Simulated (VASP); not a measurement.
A run of VASP 6.6.1 is set up as follows.

POSCAR

```
KF
1.0
    3.1229225575      0.0000000000      0.0000000000
    0.0000000000      3.1229225575      0.0000000000
    0.0000000000      0.0000000000      3.1229225575
K F
1 1
Direct
    0.0000000000      0.0000000000      0.0000000000
    0.5000000000      0.5000000000      0.5000000000
```

File INCAR.step1:

```
SYSTEM = KF
PREC = Accurate
ENCUT = 520
ISMEAR = 0
SIGMA = 0.01
LREAL = .FALSE.
LASPH = .TRUE.
NELM = 80
NBANDS = 15
GGA = PE
ALGO = Normal
EDIFF = 1E-4
LWAVE = .TRUE.
LCHARG = .FALSE.
```

Contents of INCAR.step2:

```
SYSTEM = KF
PREC = Accurate
ENCUT = 520
EDIFF = 1E-6
ISMEAR = 0
SIGMA = 0.01
LREAL = .FALSE.
LASPH = .TRUE.
NELM = 80
ALGO = Normal
ISIF = 2
LWAVE = .FALSE.
LCHARG = .FALSE.
METAGGA = R2SCAN
LMIXTAU = .TRUE.
NBANDS = 15
ISTART = 1
```

File KPOINTS:

```
Automatic mesh
0
G
  8 8 8
  0 0 0
```

Potentials or basis: VASP PAW PBE potentials, release 64 (K_sv, F).

Run with:

```bash
$ cat potpaw_PBE.64/K_sv/POTCAR potpaw_PBE.64/F/POTCAR > POTCAR
$ cp INCAR.step1 INCAR
$ mpirun -np 1 vasp_std > vasp.out
$ cp INCAR.step2 INCAR
$ mpirun -np 1 vasp_std > vasp.out
```

Problem. Estimate the band gap on the k mesh.

Solution. 8.18 eV, indirect (least direct gap 8.20 eV).

Problem. Estimate the pressure.

Solution. 2.6 GPa.

Caveat: the cell differs from its parent crystal (strain -1.8%); the PAW data sets were made with another functional, which shifts forces and pressure a little. A k mesh can miss the band edges.
